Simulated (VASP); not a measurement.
Write the native input for VASP 6.6.1 that does the following.

```yaml
Task: single point
Functional: PBE
Potentials_or_basis: VASP PAW PBE potentials, release 64 (Sn_d, Te)
Cutoff: 520 eV
k_mesh: 10 × 10 × 10
Occupations: gaussian, width 0.03 eV
Spin: no spin polarisation
Dipole_correction: no
Further_INCAR_settings: ALGO = Normal; EDIFF = 1e-06; NBANDS = 17
```

The structure of SnTe lies in POSCAR:

```
SnTe
1.0
    0.0000000000      3.1526270851      3.1526270851
    3.1526270851      0.0000000000      3.1526270851
    3.1526270851      3.1526270851      0.0000000000
Sn Te
1 1
Direct
    0.0028694672     -0.0028694672     -0.0028694672
    0.4973304510      0.5026695490      0.5026695490
```

This cell differs from its parent crystal: the cell strained.

The input as run:

INCAR

```
SYSTEM = SnTe
PREC = Accurate ; ENCUT = 520
EDIFF = 1E-6 ; ISMEAR = 0
SIGMA = 0.03 ; LREAL = .FALSE.
LASPH = .TRUE. ; NELM = 60
ALGO = Normal ; ISIF = 2
LWAVE = .FALSE. ; LCHARG = .FALSE.
GGA = PE ; NBANDS = 17
```

KPOINTS

```
regular mesh
0
G
  10 10 10
  0 0 0
```

Potentials or basis: VASP PAW PBE potentials, release 64 (Sn_d, Te).

The run is started by

```sh
$ cat potpaw_PBE.64/Sn_d/POTCAR potpaw_PBE.64/Te/POTCAR > POTCAR
$ mpirun -np 1 vasp_std > vasp.out
```

It gave:

* Pressure: 2.2 GPa
* Largest force: 0.006 eV/Å
* Band gap on the k mesh: 0.12 eV

Caveat: the cell differs from its parent crystal (the cell strained); semilocal functionals underestimate gaps, and a narrow one can read as zero; spin-orbit coupling is left out, which moves the levels of the heavy elements.

Run time: 59 s on 1 thread of AMD EPYC 9R45 96-Core Processor (Zen 5) (shared host), peak memory 0.24 GiB.
